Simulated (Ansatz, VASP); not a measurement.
## BN: VASP beside Ansatz

```
B N
1.0
     2.34962    0.00000    0.00000
    -1.17481    2.03483    0.00000
     0.00000    0.00000    4.39593
B N
2 2
Cartesian
  1.1748 0.6783 4.3947
  0.0000 1.3566 2.1968
  1.1748 0.6783 2.7487
  0.0000 1.3566 0.5507
```

Change from the starting cell: strain -0.080 along x and y, +0.040 along z, atoms carried along.

Alike in both runs: task single point; functional LDA; k mesh 12 × 12 × 6; occupations gaussian, width 0.05 eV; no spin polarisation.

|  | VASP | Ansatz |
| --- | --- | --- |
| version | VASP 6.6.1 | Ansatz 0.2.0 |
| potentials or method | VASP PAW LDA potentials, release 64 (B, N), cutoff 520 eV | scalar-relativistic, plane waves, PAW |
| valence electrons in the cell | 16 | 16 |

Ansatz gave:

* gap on the k mesh at the Fermi level (eV): 4.19
* least direct gap on the mesh (eV): 4.85
* pressure (GPa): 51.4
* traceless stress, the component that is largest in VASP (GPa): -97.15
* rms of the force components (eV/Å): 0.159

Task: Which values does VASP return?

Result: gap on the k mesh at the Fermi level (eV): 4.16; least direct gap on the mesh (eV): 4.84; pressure (GPa): 52.8; traceless stress, the component that is largest in VASP (GPa): -97.74; rms of the force components (eV/Å): 0.176.

LDA's correlation is that of Perdew and Zunger in VASP and of Perdew and Wang (1992) in Ansatz. Atom by atom the forces differ by 0.017 eV/Å (rms over components). Both programs put the cell under a high pressure, so it lies far from rest at this level.
